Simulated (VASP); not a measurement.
Here is a VASP 6.6.1 calculation.

Contents of INCAR:

```
SYSTEM = TiAsS3
ALGO     = Normal         ! electronic algorithm
EDIFF    = 1E-6           ! SCF threshold, eV
ENCUT    = 520            ! plane-wave cutoff, eV
GGA      = PE             ! functional
ISIF     = 2              ! what is computed and relaxed
ISMEAR   = 0              ! smearing method
LASPH    = .True.         ! aspherical terms in the spheres
LCHARG   = .True.         ! write CHGCAR
LELF     = .True.         ! ELF
LREAL    = .False.        ! projectors in reciprocal space
LVHAR    = .True.       
LWAVE    = .False.        ! write WAVECAR
NBANDS   = 26             ! bands
NELM     = 80             ! most SCF steps
PREC     = Accurate       ! precision mode
SIGMA    = 0.1            ! smearing width, eV
```

File KPOINTS:

```
k-points
0
Gamma
  8 8 8
  0 0 0
```

File POSCAR:

```
TiAsS3
1.0
    4.6831889353      0.0000000000      0.0000000000
    0.0000000000      4.6831889353      0.0000000000
    0.0000000000      0.0000000000      4.6831889353
Ti As S
1 1 3
Direct
    0.5000000000      0.5000000000      0.5000000000
    0.0000000000      0.0000000000      0.0000000000
    0.0000000000      0.5000000000      0.5000000000
    0.5000000000      0.0000000000      0.5000000000
    0.5000000000      0.5000000000      0.0000000000
```

Potentials or basis: VASP PAW PBE potentials, release 64 (Ti_sv, As, S).

Run with:

```bash
$ cat potpaw_PBE.64/Ti_sv/POTCAR potpaw_PBE.64/As/POTCAR potpaw_PBE.64/S/POTCAR > POTCAR
$ mpirun -np 1 vasp_std > vasp.out
```

Estimate the pressure.

0.0 GPa.
